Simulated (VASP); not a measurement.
# ScAl5N6 (Pmmm) in VASP: a series of runs, part 2 of 2

VASP 6.6.1.

## 3. Single point, PBE

This run uses another cell than the first one, of 13.19 Å³/atom.

The input, INCAR:

```
PREC     = Accurate       # precision mode
ENCUT    = 600            # plane-wave cutoff, eV
EDIFF    = 1E-6           # SCF threshold, eV
ISMEAR   = 0              # smearing method
SIGMA    = 0.1            # smearing width, eV
LREAL    = False          # projectors in reciprocal space
LASPH    = True           # aspherical terms in the spheres
NELM     = 120            # most SCF steps
ALGO     = Normal         # electronic algorithm
ISIF     = 2              # what is computed and relaxed
LWAVE    = False          # write WAVECAR
LCHARG   = True           # write CHGCAR
GGA      = PE             # functional
LELF     = True           # ELF
LVHAR    = True         
NBANDS   = 40             # bands
GGA_COMPAT= False
```

The input, KPOINTS:

```
Automatic mesh
0
Gamma
  6 4 2
```

The input, POSCAR:

```
ScAl5N6
1.0
    3.3412771400      0.0000000000      0.0000000000
    0.0000000000      4.7252794500      0.0000000000
    0.0000000000      0.0000000000     10.0238314200
Sc Al N
1 5 6
Direct
    0.5000000000      0.5000000000      0.5000000000
    0.0000000000      0.0000000000      0.0000000000
    0.0000000000      0.0000000000      0.3333333300
    0.0000000000      0.0000000000      0.6666666700
    0.5000000000      0.5000000000      0.8333333300
    0.5000000000      0.5000000000      0.1666666700
    0.0000000000      0.5000000000      0.3333333300
    0.0000000000      0.5000000000      0.6666666700
    0.5000000000      0.0000000000      0.8333333300
    0.0000000000      0.5000000000      0.0000000000
    0.5000000000      0.0000000000      0.1666666700
    0.5000000000      0.0000000000      0.5000000000
```

Potentials or basis: VASP PAW PBE potentials, release 64 (Sc_sv, Al, N).

Launch:

```console
cat potpaw_PBE.64/Sc_sv/POTCAR potpaw_PBE.64/Al/POTCAR potpaw_PBE.64/N/POTCAR > POTCAR
mpirun -np 1 vasp_std > vasp.out
```

OUTCAR:

```text
PREC = Accurate
   ENCUT = 600
   EDIFF = 1E-6
   ISMEAR = 0
   LREAL = False
   LASPH = True
   NELM = 120
   ISIF = 2
   GGA = PE

 ion  position               nearest neighbor table
   1  0.500  0.500  0.500-  12 2.36  12 2.36   7 2.36   8 2.36   7 2.36   8 2.36   5 3.34   6 3.34
                             4 3.34   4 3.34   3 3.34   4 3.34   3 3.34   3 3.34   3 3.34   4 3.34
   2  0.000  0.000  0.000-  10 2.36  10 2.36  11 2.36   9 2.36   9 2.36  11 2.36   3 3.34   4 3.34
                             6 3.34   6 3.34   5 3.34   6 3.34   5 3.34   5 3.34   5 3.34   6 3.34
[... 1270 lines left out ...]
 -----------------------------------------------------------------------------
  energy-cutoff  :      600.00
  volume of cell :      158.26
      direct lattice vectors                 reciprocal lattice vectors
     3.341277140  0.000000000  0.000000000     0.299286757  0.000000000  0.000000000
     0.000000000  4.725279450  0.000000000     0.000000000  0.211627695  0.000000000
     0.000000000  0.000000000 10.023831420     0.000000000  0.000000000  0.099762252

 POSITION                                       TOTAL-FORCE (eV/Angst)
 -----------------------------------------------------------------------------------
      1.67064      2.36264      5.01192         0.000000      0.000000      0.000000
      0.00000      0.00000      0.00000         0.000000      0.000000      0.000000
      0.00000      0.00000      3.34128        -0.000000      0.000000     -0.176031
      0.00000      0.00000      6.68255         0.000000      0.000000      0.176031
      1.67064      2.36264      8.35319         0.000000     -0.000000     -0.094296
      1.67064      2.36264      1.67064         0.000000     -0.000000      0.094296
      0.00000      2.36264      3.34128         0.000000      0.000000     -0.921690
      0.00000      2.36264      6.68255         0.000000      0.000000      0.921690
      1.67064      0.00000      8.35319         0.000000      0.000000     -0.040661
      0.00000      2.36264      0.00000         0.000000      0.000000      0.000000
      1.67064      0.00000      1.67064         0.000000      0.000000      0.040661
      1.67064      0.00000      5.01192         0.000000      0.000000      0.000000
 -----------------------------------------------------------------------------------
    total drift:                                0.000000      0.000000      0.000000

  FREE ENERGIE OF THE ION-ELECTRON SYSTEM (eV)
  ---------------------------------------------------
  free  energy   TOTEN  =       -81.1720444167 eV

  energy  without entropy=      -81.1719338333  energy(sigma->0) =      -81.17198912
```

OSZICAR:

```text
N       E                     dE             d eps       ncg     rms          rms(c)
DAV:   1     0.509238552378E+03    0.50924E+03   -0.26063E+04  1920   0.143E+03
DAV:   2    -0.792066737217E+01   -0.51716E+03   -0.49407E+03  2056   0.376E+02
DAV:   3    -0.891313124628E+02   -0.81211E+02   -0.77130E+02  2832   0.130E+02
DAV:   4    -0.939710825580E+02   -0.48398E+01   -0.48076E+01  2904   0.357E+01
DAV:   5    -0.940551030536E+02   -0.84020E-01   -0.83881E-01  2592   0.487E+00    0.195E+01
DAV:   6    -0.814671412566E+02    0.12588E+02   -0.67752E+01  3064   0.376E+01    0.751E+00
DAV:   7    -0.813736110492E+02    0.93530E-01   -0.44993E+00  3080   0.109E+01    0.483E+00
DAV:   8    -0.812362469896E+02    0.13736E+00   -0.14632E+00  2944   0.704E+00    0.165E+00
DAV:   9    -0.811780757732E+02    0.58171E-01   -0.13565E-01  2752   0.183E+00    0.883E-01
DAV:  10    -0.811716586223E+02    0.64172E-02   -0.65367E-02  3024   0.139E+00    0.292E-01
DAV:  11    -0.811720852586E+02   -0.42664E-03   -0.36239E-03  2824   0.383E-01    0.126E-01
DAV:  12    -0.811720387053E+02    0.46553E-04   -0.90533E-04  2512   0.162E-01    0.352E-02
DAV:  13    -0.811720506612E+02   -0.11956E-04   -0.31366E-04  2888   0.901E-02    0.288E-02
DAV:  14    -0.811720495219E+02    0.11393E-05   -0.32398E-05  2416   0.333E-02    0.241E-02
DAV:  15    -0.811720468138E+02    0.27081E-05   -0.11537E-05  2640   0.164E-02    0.119E-02
DAV:  16    -0.811720444024E+02    0.24113E-05   -0.10121E-05  2848   0.146E-02    0.123E-03
DAV:  17    -0.811720444167E+02   -0.14283E-07   -0.43002E-07  1472   0.416E-03
   1 F= -.81172044E+02 E0= -.81171989E+02  d E =-.110583E-03
```

Run time: 4.9 min. Hardware: 1 thread of Oxide Virtual Turin-like, shared host; peak memory 0.35 GiB.

What came out:

```
Free energy            : -81.1720 eV
Pressure               : -40.3 GPa
Largest force          : 0.922 eV/Å
Band gap on the k mesh : 0.36 eV
```

Forces in eV/Å, atoms in the order of the input:
```
Sc   0.000  0.000  0.000
Al   0.000  0.000  0.000
Al   0.000  0.000 -0.176
Al   0.000  0.000  0.176
Al   0.000  0.000 -0.094
Al   0.000  0.000  0.094
N    0.000  0.000 -0.922
N    0.000  0.000  0.922
N    0.000  0.000 -0.041
N    0.000  0.000  0.000
N    0.000  0.000  0.041
N    0.000  0.000  0.000
```

Caveat: the cell stands under tension; semilocal functionals underestimate gaps, and a narrow one can read as zero.

## 4. Single point, PBE

The input, INCAR:

```
ALGO = Normal
EDIFF = 1E-6
ENCUT = 600
GGA = PE
GGA_COMPAT = F
ISIF = 2
ISMEAR = 0
LASPH = T
LCHARG = F
LREAL = F
LWAVE = F
NBANDS = 40
NELM = 120
PREC = Accurate
SIGMA = 0.02
```

The input, KPOINTS:

```
k-points
0
Gamma
  10 6 4
```

The input, POSCAR:

```
ScAl5N6
1.0
    2.9253223494      0.0000000000      0.0000000000
    0.0000000000      4.2010671333      0.0000000000
    0.0000000000      0.0000000000      8.7931030509
Sc Al N
1 5 6
Direct
    0.5000000000      0.5000000000      0.5000000000
    0.0000000000      0.0000000000      0.0000000000
    0.0000000000      0.0000000000      0.3264870844
    0.0000000000      0.0000000000      0.6735129156
    0.5000000000      0.5000000000      0.8380667590
    0.5000000000      0.5000000000      0.1619332410
    0.0000000000      0.5000000000      0.3178365433
    0.0000000000      0.5000000000      0.6821634567
    0.5000000000      0.0000000000      0.8359549879
    0.0000000000      0.5000000000      0.0000000000
    0.5000000000      0.0000000000      0.1640450121
    0.5000000000      0.0000000000      0.5000000000
```

Launch:

```console
cat potpaw_PBE.64/Sc_sv/POTCAR potpaw_PBE.64/Al/POTCAR potpaw_PBE.64/N/POTCAR > POTCAR
mpirun -np 1 vasp_std > vasp.out
```

It took 8.3 min on 1 thread of Oxide Virtual Turin-like, shared host; peak memory 0.41 GiB.

Results (log left out):

```
Free energy            : -90.2078 eV
Pressure               : 0.0 GPa
Largest force          : 0.078 eV/Å
Band gap on the k mesh : 1.88 eV
```

Forces in eV/Å, atoms in the order of the input:
```
Sc   0.000  0.000  0.000
Al   0.000  0.000  0.000
Al   0.000  0.000 -0.004
Al   0.000  0.000  0.004
Al   0.000  0.000  0.000
Al   0.000  0.000  0.000
N    0.000  0.000 -0.078
N    0.000  0.000  0.078
N    0.000  0.000  0.002
N    0.000  0.000  0.000
N    0.000  0.000 -0.002
N    0.000  0.000  0.000
```

Stress tensor (GPa, compression positive):
```
-0.10  0.00  0.00
 0.00  0.12  0.00
 0.00  0.00 -0.02
```

Levels at points of the mesh, in eV from the valence-band top:
```tsv
k point	band 26	band 27	band 28	band 29	band 30	band 31
(0.00, 0.00, 0.00)	-0.26	-0.16	0.00	1.88	3.88	4.13
(0.50, 0.00, 0.00)	-1.68	-1.19	-0.96	2.31	2.48	4.28
(0.00, 0.50, 0.00)	-1.40	-1.12	-0.94	2.20	4.97	5.57
(0.50, 0.50, 0.00)	-1.46	-1.35	-1.30	4.26	4.74	5.40
(0.00, 0.00, 0.50)	-0.58	-0.31	-0.26	2.31	4.11	4.31
(0.50, 0.00, 0.50)	-2.07	-0.98	-0.91	2.13	2.31	3.36
(0.00, 0.50, 0.50)	-1.34	-1.29	-1.06	2.49	5.12	5.34
(0.50, 0.50, 0.50)	-1.58	-1.31	-1.20	4.32	4.71	5.98
```

## 5. Single point, revPBE

The input, INCAR:

```
ALGO = Normal ; EDIFF = 1E-6
ENCUT = 600 ; GGA = RE
GGA_COMPAT = False ; ISIF = 2
ISMEAR = 0 ; LASPH = True
LCHARG = False ; LREAL = False
LWAVE = False ; NBANDS = 40
NELM = 120 ; PREC = Accurate
SIGMA = 0.02
```

KPOINTS is that of step 4.

POSCAR is that of step 4.

Launch:

```console
cat potpaw_PBE.64/Sc_sv/POTCAR potpaw_PBE.64/Al/POTCAR potpaw_PBE.64/N/POTCAR > POTCAR
mpirun -np 1 vasp_std > vasp.out
```

Wall time 8.3 min (1 thread of Oxide Virtual Turin-like, shared host); peak memory 0.41 GiB.

Results (log left out):

```yaml
Free_energy: -86.3224 eV
Pressure: 3.2 GPa
Largest_force: 0.090 eV/Å
Band_gap_on_the_k_mesh: 1.91 eV
```

Forces in eV/Å, atoms in the order of the input:
```
Sc   0.000  0.000  0.000
Al   0.000  0.000  0.000
Al   0.000  0.000 -0.009
Al   0.000  0.000  0.009
Al   0.000  0.000  0.010
Al   0.000  0.000 -0.010
N    0.000  0.000 -0.090
N    0.000  0.000  0.090
N    0.000  0.000  0.002
N    0.000  0.000  0.000
N    0.000  0.000 -0.002
N    0.000  0.000  0.000
```

Stress tensor (GPa, compression positive):
```
3.06 0.00 0.00
0.00 3.20 0.00
0.00 0.00 3.20
```

Levels at points of the mesh, in eV from the valence-band top:
| k point | band 26 | band 27 | band 28 | band 29 | band 30 | band 31 |
| --- | --- | --- | --- | --- | --- | --- |
| (0.00, 0.00, 0.00) | -0.26 | -0.16 | 0.00 | 1.91 | 3.93 | 4.16 |
| (0.50, 0.00, 0.00) | -1.68 | -1.19 | -0.96 | 2.34 | 2.51 | 4.37 |
| (0.00, 0.50, 0.00) | -1.40 | -1.12 | -0.95 | 2.23 | 5.00 | 5.59 |
| (0.50, 0.50, 0.00) | -1.46 | -1.35 | -1.30 | 4.30 | 4.76 | 5.41 |
| (0.00, 0.00, 0.50) | -0.58 | -0.31 | -0.26 | 2.34 | 4.14 | 4.33 |
| (0.50, 0.00, 0.50) | -2.07 | -0.98 | -0.92 | 2.15 | 2.34 | 3.46 |
| (0.00, 0.50, 0.50) | -1.34 | -1.29 | -1.06 | 2.53 | 5.15 | 5.36 |
| (0.50, 0.50, 0.50) | -1.58 | -1.31 | -1.20 | 4.36 | 4.74 | 6.01 |

Caveat: the cell stands under pressure; the PAW data sets were made with another functional, which shifts forces and pressure a little. A k mesh can miss the band edges.

## 6. Overview

```tsv
level	cell	k mesh	smearing	gap on the mesh (eV)	pressure (GPa)	largest force (eV/Å)
PBE	a = 2.925, b = 4.201, c = 8.793 Å, 12 atoms, atomic positions A	6 × 4 × 2	gaussian 0.1 eV	1.87	0.0	0.07
PBE	a = 3.341, b = 4.725, c = 10.024 Å, 12 atoms, atomic positions B	6 × 4 × 2	gaussian 0.1 eV	0.36	-40.3	0.92
PBE	a = 2.925, b = 4.201, c = 8.793 Å, 12 atoms, atomic positions A	10 × 6 × 4	gaussian 0.02 eV	1.88	0.0	0.08
revPBE	a = 2.925, b = 4.201, c = 8.793 Å, 12 atoms, atomic positions A	10 × 6 × 4	gaussian 0.02 eV	1.91	3.2	0.09
```

Alike in all rows: task single point; potentials or basis VASP PAW PBE potentials, release 64 (Sc_sv, Al, N); no spin polarisation; cutoff (eV) 600.

On the cell as given the gap runs from 1.87 eV (PBE) to 1.91 eV (revPBE); the meshes differ, which moves gaps too. The pressure there spans 0.0 GPa (PBE) to 3.2 GPa (revPBE); a positive pressure means that this level wants a larger cell, a negative one a smaller.

Caveats: the cell stands under tension (at least some runs); semilocal functionals underestimate gaps, and a narrow one can read as zero (at least some runs); the cell stands under pressure (at least some runs); the PAW data sets were made with another functional, which shifts forces and pressure a little (at least some runs).

Total energies depend on the potentials used, so only differences within one code and one set of settings carry meaning.
